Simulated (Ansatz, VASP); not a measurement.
**Hf in VASP and in Ansatz**

The input INCAR:

```
  PREC = Accurate
  ENCUT = 600
  EDIFF = 1E-7
  ISMEAR = 0
  SIGMA = 0.1
  LREAL = False
  LASPH = True
  NELM = 80
  ALGO = Normal
  ISIF = 3
  LWAVE = False
  LCHARG = False
  GGA = PS
  IBRION = 2
  NSW = 70
  EDIFFG = -0.005
```

File KPOINTS:

```
Automatic mesh
0
Gamma
  15 15 8
```

POSCAR

```
Hf
1.0
    3.2048170791      0.0000000000      0.0000000000
   -1.6024085396      2.7754530050      0.0000000000
    0.0000000000      0.0000000000      5.0676930647
Hf
2
Direct
    0.3333333333      0.6666666667      0.2500000000
    0.6666666667      0.3333333333      0.7500000000
```

Input for Ansatz:

```yaml
crystal:
  lattice:
    - [3.2048170791, 0.0, 0.0]
    - [-1.6024085396, 2.775453005, 0.0]
    - [0.0, 0.0, 5.0676930647]
  atoms:
    - { symbol: Hf, position: [0.3333333333, 0.6666666667, 0.25] }
    - { symbol: Hf, position: [0.6666666667, 0.3333333333, 0.75] }
basis:
  ecutwfc: 420
kpoints:
  mp_grid: { grid: [15, 15, 8] }
hamiltonian:
  xc: pbesol
scf:
  occupations: { method: gaussian, width: 0.1 }
output:
  forces: true
  stress: true
  eigenvalues: true
  write_density: true
  write_potential: true
  elf: true
  volumetric_format: npy
relax:
  adjacent_minimum: "off"
  f_tol: 0.005
  max_steps: 50
  cell: { stress_tol: 0.05 }
```

Alike in both runs: task relaxation of cell and atoms; functional PBEsol; k mesh 15 × 15 × 8; occupations gaussian, width 0.1 eV; no spin polarisation.

```csv
,VASP,Ansatz
version,VASP 6.6.1,Ansatz 0.2.0
potentials or method,"VASP PAW PBE potentials, release 64 (Hf_pv), cutoff 600 eV","scalar-relativistic, plane waves, PAW"
valence electrons in the cell,20,52
```

VASP gave:

| Item | Value |
| --- | --- |
| gap on the k mesh at the Fermi level, each at its own relaxed structure (eV) | none |
| relaxed volume (Å³/atom) | 21.54 |
| relaxed cell length with the largest relative difference (Å) | 4.989 |

Q: Estimate Ansatz's values.

A: gap on the k mesh at the Fermi level, each at its own relaxed structure (eV): none; relaxed volume (Å³/atom): 21.61; relaxed cell length with the largest relative difference (Å): 4.996.

VASP's potentials were made for PBE, not for PBEsol. A gap of «none» marks a metal or a gap that the smearing closes. VASP's potentials hold 20 valence electrons a cell and Ansatz's 52, so a difference there can come from the potentials and not from the codes.

Neither program's run includes spin-orbit coupling.
